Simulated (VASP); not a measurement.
Input of a VASP 6.6.1 run:

The input INCAR:

```
SYSTEM = Sr
  PREC = Accurate
  ENCUT = 520
  EDIFF = 1E-6
  ISMEAR = -1
  SIGMA = 0.1
  LREAL = .FALSE.
  LASPH = .TRUE.
  NELM = 60
  ALGO = Normal
  ISIF = 2
  LWAVE = .FALSE.
  LCHARG = .FALSE.
  GGA = RP
  NBANDS = 17
```

KPOINTS

```
Automatic mesh
0
G
  6 6 6
  0 0 0
```

File POSCAR:

```
Sr
1.0
    0.0000000000      5.0588106054      5.0588106054
    5.0588106054      0.0000000000      5.0588106054
    5.0588106054      5.0588106054      0.0000000000
Sr
2
Direct
    0.1250000000      0.1250000000      0.1250000000
    0.8750000000      0.8750000000      0.8750000000
```

Potentials or basis: VASP PAW PBE potentials, release 64 (Sr_sv).

The run is started by

```bash
$ cat potpaw_PBE.64/Sr_sv/POTCAR > POTCAR
$ mpirun -np 1 vasp_std > vasp.out
```

Problem. Estimate the band gap on the k mesh.

Solution. Zero (band 10 reaches 0.14 eV, above the bottom of band 11 at -0.45 eV).

Problem. Predict the pressure.

Solution. -0.1 GPa.

Caveat: the PAW data sets were made with another functional, which shifts forces and pressure a little.
